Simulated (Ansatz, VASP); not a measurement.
## One calculation of WS, two programs

INCAR

```
SYSTEM = WS
ALGO = Normal
EDIFF = 1E-7
ENCUT = 520
ISIF = 2
ISMEAR = -1
LASPH = .TRUE.
LCHARG = .FALSE.
LDAU = .TRUE.
LDAUJ = 0 0
LDAUL = 2 -1
LDAUPRINT = 1
LDAUTYPE = 2
LDAUU = 6 0
LMAXMIX = 4
LREAL = .FALSE.
LWAVE = .FALSE.
NBANDS = 17
NELM = 150
PREC = Accurate
SIGMA = 0.05
```

File KPOINTS:

```
k-points
0
G
  9 9 9
  0 0 0
```

POSCAR

```
WS
1.0
    3.0078900000      0.0000000000      0.0000000000
    0.0000000000      3.0078900000      0.0000000000
    0.0000000000      0.0000000000      3.0078900000
W S
1 1
Direct
    0.5000000000      0.5000000000      0.5000000000
    0.0000000000      0.0000000000      0.0000000000
```

input.yaml

```yaml
crystal:
  lattice:
    - [3.00789, 0.0, 0.0]
    - [0.0, 3.00789, 0.0]
    - [0.0, 0.0, 3.00789]
  atoms:
    - { symbol: W, position: [0.5, 0.5, 0.5] }
    - { symbol: S, position: [0.0, 0.0, 0.0] }
hamiltonian:
  xc: lda
  pseudopotentials: { kind: paw }
  hubbard: { sites: [{ species: W, l: d, u_eff: 6.0 }] }
kpoints:
  mp_grid: { grid: [9, 9, 9] }
  band_path:
    path:
      - [[0.0, 0.0, 0.0], [0.0, 0.5, 0.0], [0.5, 0.5, 0.0], [0.0, 0.0, 0.0], [0.5, 0.5, 0.5], [0.0, 0.5, 0.0]]
      - [[0.5, 0.5, 0.0], [0.5, 0.5, 0.5]]
    npoints: 14
scf:
  occupations: { method: fermi_dirac, width: 0.05 }
  n_extra_bands: 6
output:
  forces: true
  stress: true
  eigenvalues: true
  fatbands: false
```

Alike in both runs: functional LDA; k mesh 9 × 9 × 9; occupations fermi-dirac, width 0.05 eV; no spin polarisation; Hubbard terms W d U = 6.0 eV.

|  | VASP | Ansatz |
| --- | --- | --- |
| version | VASP 6.6.1 | Ansatz 0.2.0 |
| potentials or method | VASP PAW LDA potentials, release 64 (W_sv, S) | Ansatz PAW |
| plane-wave cutoff (eV) | 520 | 420 |
| valence electrons in the cell | 20 | 20 |
| task | single point | band structure |

Ansatz gave:

| Property | Result |
| --- | --- |
| gap on the k mesh at the Fermi level (eV) | none |
| pressure (GPa) | -7.0 |

Question: Estimate VASP's values.

Answer: gap on the k mesh at the Fermi level (eV): none; pressure (GPa): -1.8.

LDA's correlation is that of Perdew and Zunger in VASP and of Perdew and Wang (1992) in Ansatz. The programs project onto different local orbitals, so the same U acts differently, and such runs can settle in different states. A gap of «none» marks a metal or a gap that the smearing closes.

Spin-orbit coupling is off throughout.
